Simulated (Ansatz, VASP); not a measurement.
# One calculation of CoPtO2, two programs

The input INCAR:

```
PREC     = Accurate       # precision mode
ENCUT    = 520            # plane-wave cutoff, eV
EDIFF    = 1E-6           # SCF threshold, eV
ISMEAR   = 0              # smearing method
SIGMA    = 0.1            # smearing width, eV
LREAL    = False          # projectors in reciprocal space
LASPH    = True           # aspherical terms in the spheres
NELM     = 120            # most SCF steps
ALGO     = Normal         # electronic algorithm
ISIF     = 2              # what is computed and relaxed
LWAVE    = False          # write WAVECAR
LCHARG   = False          # write CHGCAR
LDIPOL   = True         
IDIPOL   = 3            
DIPOL    = 0.5 0.5 0.490
GGA      = PS             # functional
NBANDS   = 57             # bands
GGA_COMPAT= False        
NELMDL   = -8
```

The input KPOINTS:

```
regular mesh
0
Gamma
  12 12 1
```

File POSCAR:

```
CoPtO2
1.0
    2.8101831228      0.0000000000      0.0000000000
   -1.4050915614      2.4336899736      0.0000000000
    0.0000000000      0.0000000000     24.8115356445
O Co Pt
4 2 2
Direct
    0.0000000000      0.0000000000      0.3022787508
    0.6666666667      0.3333333333      0.3799221426
    0.6666666667      0.3333333333      0.5400259525
    0.3333333333      0.6666666667      0.6176693443
    0.3333333333      0.6666666667      0.3411004467
    0.0000000000      0.0000000000      0.5788476484
    0.6666666667      0.3333333333      0.4599740475
    0.3333333333      0.6666666667      0.6977212492
```

Input for Ansatz:

```yaml
crystal:
  lattice:
    - [2.8101831228, 0.0, 0.0]
    - [-1.4050915614, 2.4336899736, 0.0]
    - [0.0, 0.0, 24.8115356445]
  atoms:
    - { symbol: O, position: [0.0, 0.0, 0.3022787508] }
    - { symbol: Co, position: [0.3333333333, 0.6666666667, 0.3411004467] }
    - { symbol: O, position: [0.6666666667, 0.3333333333, 0.3799221426] }
    - { symbol: Pt, position: [0.6666666667, 0.3333333333, 0.4599740475] }
    - { symbol: O, position: [0.6666666667, 0.3333333333, 0.5400259525] }
    - { symbol: Co, position: [0.0, 0.0, 0.5788476484] }
    - { symbol: O, position: [0.3333333333, 0.6666666667, 0.6176693443] }
    - { symbol: Pt, position: [0.3333333333, 0.6666666667, 0.6977212492] }
basis:
  ecutwfc: 420
kpoints:
  mp_grid: { grid: [12, 12, 1] }
hamiltonian:
  xc: pbesol
scf:
  occupations: { method: gaussian, width: 0.1 }
output:
  forces: true
  stress: true
  eigenvalues: true
efield:
  axis: 3
  dipole_correction: true
  ramp_width: 0.04
```

Alike in both runs: task single point; functional PBEsol; k mesh 12 × 12 × 1; occupations gaussian, width 0.1 eV; no spin polarisation.

```csv
,VASP,Ansatz
version,VASP 6.6.1,Ansatz 0.2.0
potentials or method,"VASP PAW PBE potentials, release 64 (O, Co_sv, Pt_sv_GW), cutoff 520 eV","scalar-relativistic, plane waves, PAW"
valence electrons in the cell,94,94
```

|  | VASP | Ansatz | Ansatz less VASP |
| --- | --- | --- | --- |
| gap on the k mesh at the Fermi level (eV) | none | none | - |
| rms of the force components (eV/Å) | 0.469 | 0.469 | +0.0006 |

VASP's potentials were made for PBE, not for PBEsol. A gap of «none» marks a metal or a gap that the smearing closes.

Spin-orbit coupling is off throughout.
